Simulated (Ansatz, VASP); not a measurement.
This is a calculation of As for Ansatz 0.2.0.

File input.yaml:

```yaml
crystal:
  lattice:
    - [1.8807968987, 1.0858785957, 3.5140619945]
    - [-1.8807968987, 1.0858785957, 3.5140619945]
    - [0.0, -2.1717571915, 3.5140619945]
  atoms:
    - { symbol: As, position: [0.226, 0.226, 0.226] }
    - { symbol: As, position: [0.774, 0.774, 0.774] }
hamiltonian:
  xc: blyp
  pseudopotentials: { kind: paw }
  dispersion: d3bj
kpoints:
  mp_grid: { grid: [9, 9, 9] }
scf:
  occupations: { method: fermi_dirac, width: 0.05 }
output:
  forces: true
  stress: true
  eigenvalues: true
relax:
  f_tol: 0.01
  max_steps: 40
  cell: { stress_tol: 0.05 }
```

Potentials or basis: Ansatz PAW.

Launch:

```console
$ ansatz run input.yaml --threads 2 --pin off --max-ram 5632MiB --backend cpu --events-out ev --progress --plain --runs-dir out
```

Set up the same calculation for VASP 6.6.1. Potentials there: VASP PAW PBE potentials, release 64 (As).

As run (the cutoff follows the program's own potentials):

File INCAR:

```
  PREC = Accurate
  ENCUT = 600
  EDIFF = 1E-6
  ISMEAR = -1
  SIGMA = 0.05
  LREAL = False
  LASPH = True
  NELM = 60
  ALGO = Normal
  ISIF = 3
  LWAVE = False
  LCHARG = False
  GGA = B5
  ALDAX = 1.0
  AGGAX = 1.0
  AGGAC = 1.0
  ALDAC = 0.0
  IVDW = 12
  VDW_S6 = 1.0
  VDW_S8 = 2.6996
  VDW_A1 = 0.4298
  VDW_A2 = 4.2359
  IBRION = 2
  NSW = 60
  EDIFFG = -0.01
```

File KPOINTS:

```
regular mesh
0
Gamma
  9 9 9
```

POSCAR

```
As
1.0
    1.8807968987      1.0858785957      3.5140619945
   -1.8807968987      1.0858785957      3.5140619945
    0.0000000000     -2.1717571915      3.5140619945
As
2
Direct
    0.2260000000      0.2260000000      0.2260000000
    0.7740000000      0.7740000000      0.7740000000
```

Potentials or basis: VASP PAW PBE potentials, release 64 (As).

Launch:

```sh
$ cat potpaw_PBE.64/As/POTCAR > POTCAR
$ mpirun -np 1 vasp_std > vasp.out
```

Both were run:

|  | VASP | Ansatz | Ansatz less VASP |
| --- | --- | --- | --- |
| gap on the k mesh at the Fermi level, each at its own relaxed structure (eV) | 0.12 | 0.10 | -0.025 |
| relaxed volume (Å³/atom) | 21.59 | 21.51 | -0.075 |
| relaxed cell length with the largest relative difference (Å) | 4.080 | 4.081 | +0.0006 |

VASP's potentials were made for PBE, not for BLYP. VASP's potentials hold 10 valence electrons a cell and Ansatz's 30, so a difference there can come from the potentials and not from the codes.

Noted on Ansatz's run: odd divisions of the mesh miss points on the zone boundary, where band edges often lie, so the gap on the mesh can be too wide; the plane-wave basis is chosen anew once the cell has moved, so the energies of steps on either side of that aren't comparable.
